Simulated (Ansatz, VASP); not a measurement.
Two plane-wave programs on In

```xyz
2
Lattice="0.0000 3.1682 3.1682 3.1682 0.0000 3.1682 3.1682 3.1682 0.0000" Properties=species:S:1:pos:R:3 pbc="T T T"
In    0.7920    0.7920    0.7920
In    5.5443    5.5443    5.5443
```

Alike in both runs: task single point; functional r2SCAN; k mesh 9 × 9 × 9; occupations fermi-dirac, width 0.1 eV; no spin polarisation.

```csv
,VASP,Ansatz
version,VASP 6.6.1,Ansatz 0.2.0
potentials or method,"VASP PAW PBE potentials, release 64 (In_d), cutoff 520 eV","plane waves (500 eV) with PAW, scalar-relativistic"
valence electrons in the cell,26,26
```

|  | VASP | Ansatz | Ansatz less VASP |
| --- | --- | --- | --- |
| pressure (GPa) | 5.0 | 5.0 | -0.03 |

VASP's potentials were made for PBE, not for r2SCAN.
